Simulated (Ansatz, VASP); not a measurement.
**AlN: VASP beside Ansatz**

Contents of INCAR:

```
SYSTEM = AlN
PREC = Accurate
ENCUT = 520
EDIFF = 1E-6
ISMEAR = 0
SIGMA = 0.05
LREAL = .FALSE.
LASPH = .TRUE.
NELM = 80
ALGO = Normal
ISIF = 2
LWAVE = .FALSE.
LCHARG = .FALSE.
GGA = CA
NBANDS = 16
```

Contents of KPOINTS:

```
regular mesh
0
G
  9 9 6
  0 0 0
```

File POSCAR:

```
AlN
1.0
    3.0631058397      0.0000000000      0.0000000000
   -1.5315529199      2.6527274717      0.0000000000
    0.0000000000      0.0000000000      4.9027355419
Al N
2 2
Direct
    0.3397634096      0.6795268192      0.0015212672
    0.6602365904      0.3204731808      0.5015212672
    0.3275955689      0.6551911379      0.3834787328
    0.6724044311      0.3448088621      0.8834787328
```

Input for Ansatz:

```yaml
crystal:
  lattice:
    - [3.0631058397, 0.0, 0.0]
    - [-1.5315529199, 2.6527274717, 0.0]
    - [0.0, 0.0, 4.9027355419]
  atoms:
    - { symbol: Al, position: [0.3397634096, 0.6795268192, 0.0015212672] }
    - { symbol: Al, position: [0.6602365904, 0.3204731808, 0.5015212672] }
    - { symbol: "N", position: [0.3275955689, 0.6551911379, 0.3834787328] }
    - { symbol: "N", position: [0.6724044311, 0.3448088621, 0.8834787328] }
basis:
  ecutwfc: 520.0
kpoints:
  mp_grid: { grid: [9, 9, 6] }
hamiltonian:
  xc: lda
scf:
  occupations: { method: gaussian, width: 0.05 }
output:
  forces: true
  stress: true
  eigenvalues: true
```

Change from the starting cell: mode 5 frozen in at +0.034 Å, equal normal strain along x, y and z -0.0083.

Alike in both runs: task single point; functional LDA; k mesh 9 × 9 × 6; occupations gaussian, width 0.05 eV; no spin polarisation.

```csv
,VASP,Ansatz
version,VASP 6.6.1,Ansatz 0.2.0
potentials or method,"VASP PAW LDA potentials, release 64 (Al, N), cutoff 520 eV","scalar-relativistic, plane waves, PAW"
valence electrons in the cell,16,16
```

```tsv
	VASP	Ansatz	Ansatz less VASP
gap on the k mesh at the Fermi level (eV)	4.63	4.63	-0.005
least direct gap on the mesh (eV)	4.63	4.63	-0.005
pressure (GPa)	6.2	5.5	-0.68
traceless stress, the component that is largest in VASP (GPa)	-0.26	-0.23	+0.029
rms of the force components (eV/Å)	0.089	0.089	+0.0001
```

LDA's correlation is that of Perdew and Zunger in VASP and of Perdew and Wang (1992) in Ansatz. Atom by atom the forces differ by 0.001 eV/Å (rms over components).
